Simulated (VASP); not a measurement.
Here is a VASP 6.6.1 calculation.

INCAR

```
PREC = Accurate
ENCUT = 600
EDIFF = 1E-7
ISMEAR = -1
SIGMA = 0.05
LREAL = False
LASPH = True
NELM = 100
ALGO = Normal
ISIF = 3
LWAVE = False
LCHARG = False
GGA = PS
IBRION = 2
NSW = 60
EDIFFG = -0.01
PSTRESS = 50.0
```

Contents of KPOINTS:

```
regular mesh
0
Gamma
  12 12 12
```

The input POSCAR:

```
Al
1.0
   -1.5912186900      1.5912186900      1.5912186900
    1.5912186900     -1.5912186900      1.5912186900
    1.5912186900      1.5912186900     -1.5912186900
Al
1
Direct
    0.0000000000      0.0000000000      0.0000000000
```

Potentials or basis: VASP PAW PBE potentials, release 64 (Al).

Launch:

```sh
$ cat potpaw_PBE.64/Al/POTCAR > POTCAR
$ mpirun -np 1 vasp_std > vasp.out
```

**Question.** Estimate the space group after relaxing (to 0.05 Å).

**Answer.** Im-3m (No. 229).

**Question.** Predict the relaxed volume.

**Answer.** 15.63 Å³/atom.

**Question.** Predict the relaxed cell.

**Answer.** a = 2.728 Å, b = 2.728 Å, c = 2.728 Å, α = 109.47°, β = 109.47°, γ = 109.47°.

Final structure:
```
CELL_PARAMETERS angstrom
-1.57492 1.57492 1.57492
1.57492 -1.57492 1.57492
1.57492 1.57492 -1.57492
ATOMIC_POSITIONS crystal
Al 0.00000 0.00000 0.00000
```

Caveat: the cell is relaxed towards a set pressure, so the enthalpy falls and the energy may rise; the PAW data sets were made with another functional, which shifts forces and pressure a little.
